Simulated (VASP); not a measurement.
Crystal: BaTe.

```
Ba Te
1.0
     4.24482    0.00000    0.00000
     0.00000    4.24482    0.00000
     0.00000    0.00000    4.24482
Ba Te
1 1
Direct
  0.00000 0.00000 0.00000
  0.50000 0.50000 0.50000
```

Base run:

- Program: VASP 6.6.1
- Functional: r2SCAN
- Potentials or basis: VASP PAW PBE potentials, release 64 (Ba_sv, Te)
- Cutoff: 520 eV
- k mesh: 4 × 4 × 4
- Occupations: gaussian, width 0.01 eV
- Spin: no spin polarisation

Its results: band gap on the k mesh 1.09 eV, indirect (least direct gap 1.37 eV); pressure 0.6 GPa.

**Question.** The run is repeated on the same cell with these changes: functional from r2SCAN to PBE-based screened hybrid; further incar settings from ALGO = Normal; EDIFF = 1e-06; NBANDS = 15 to ALGO = Normal; EDIFF = 1e-07; NBANDS = 15. What comes out?

**Answer.** Band gap on the k mesh 1.84 eV, indirect (least direct gap 2.06 eV); pressure -0.5 GPa.

Caveats: the PAW data sets were made with another functional, which shifts forces and pressure a little; spin-orbit coupling is left out, which moves the levels of the heavy elements.

A k mesh can miss the band edges.
